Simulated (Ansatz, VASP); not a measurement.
**WS2 in VASP and in Ansatz**

Contents of POSCAR:

```
WS2
1.0
    3.1814541812      0.0000000000      0.0000000000
   -1.5907270906      2.7552201419      0.0000000000
    0.0000000000      0.0000000000     27.8353120977
W S
3 6
Direct
    0.6666666667      0.3333333333      0.5000000000
    0.3333333333      0.6666666667      0.7347349242
    0.3333333333      0.6666666667      0.2652650758
    0.6666666667      0.3333333333      0.7907410893
    0.6666666667      0.3333333333      0.3212946533
    0.3333333333      0.6666666667      0.5560274315
    0.6666666667      0.3333333333      0.6787053467
    0.6666666667      0.3333333333      0.2092589107
    0.3333333333      0.6666666667      0.4439725685
```

File INCAR.step1:

```
ALGO = Normal ; EDIFF = 1E-4
ENCUT = 520 ; GGA = PE
ISMEAR = 0 ; LASPH = True
LCHARG = False ; LREAL = False
LWAVE = True ; NBANDS = 49
NELM = 60 ; PREC = Accurate
SIGMA = 0.02
```

File INCAR.step2:

```
ALGO = Normal ; EDIFF = 1E-6
ENCUT = 520 ; ISIF = 2
ISMEAR = 0 ; ISTART = 1
LASPH = True ; LCHARG = False
LMIXTAU = True ; LREAL = False
LWAVE = False ; METAGGA = R2SCAN
NBANDS = 49 ; NELM = 60
PREC = Accurate ; SIGMA = 0.02
```

Contents of KPOINTS:

```
k-points
0
Gamma
  12 12 1
```

Input for Ansatz:

```yaml
crystal:
  lattice:
    - [3.1814541812, 0.0, 0.0]
    - [-1.5907270906, 2.7552201419, 0.0]
    - [0.0, 0.0, 27.8353120977]
  atoms:
    - { symbol: W, position: [0.6666666667, 0.3333333333, 0.5] }
    - { symbol: W, position: [0.3333333333, 0.6666666667, 0.7347349242] }
    - { symbol: W, position: [0.3333333333, 0.6666666667, 0.2652650758] }
    - { symbol: S, position: [0.6666666667, 0.3333333333, 0.7907410893] }
    - { symbol: S, position: [0.6666666667, 0.3333333333, 0.3212946533] }
    - { symbol: S, position: [0.3333333333, 0.6666666667, 0.5560274315] }
    - { symbol: S, position: [0.6666666667, 0.3333333333, 0.6787053467] }
    - { symbol: S, position: [0.6666666667, 0.3333333333, 0.2092589107] }
    - { symbol: S, position: [0.3333333333, 0.6666666667, 0.4439725685] }
basis:
  ecutwfc: 500
kpoints:
  mp_grid: { grid: [12, 12, 1] }
  band_path: { path: [VBM, CBM], npoints: 2 }
hamiltonian:
  xc: r2scan
scf:
  occupations: { method: gaussian, width: 0.02 }
output:
  forces: true
  stress: true
  eigenvalues: true
checkpoint:
  read: start.run
  write: ck
  compress: false
  write_wavefunctions: false
  write_every: 100000
```

Alike in both runs: task single point; functional r2SCAN; k mesh 12 × 12 × 1; occupations gaussian, width 0.02 eV; no spin polarisation.

```csv
,VASP,Ansatz
version,VASP 6.6.1,Ansatz 0.2.0
potentials or method,"VASP PAW PBE potentials, release 64 (W_sv, S), cutoff 520 eV","scalar-relativistic, plane waves, PAW"
valence electrons in the cell,78,78
```

```csv
,VASP,Ansatz,Ansatz less VASP
gap on the k mesh at the Fermi level (eV),1.50,1.48,-0.019
least direct gap on the mesh (eV),1.89,1.89,-0.004
rms of the force components (eV/Å),0.010,0.000,-0.0101
```

VASP's potentials were made for PBE, not for r2SCAN. Atom by atom the forces differ by 0.010 eV/Å (rms over components). The functional is the same, so the differences come from potentials, cutoffs and numerics.

Spin-orbit coupling is off throughout.
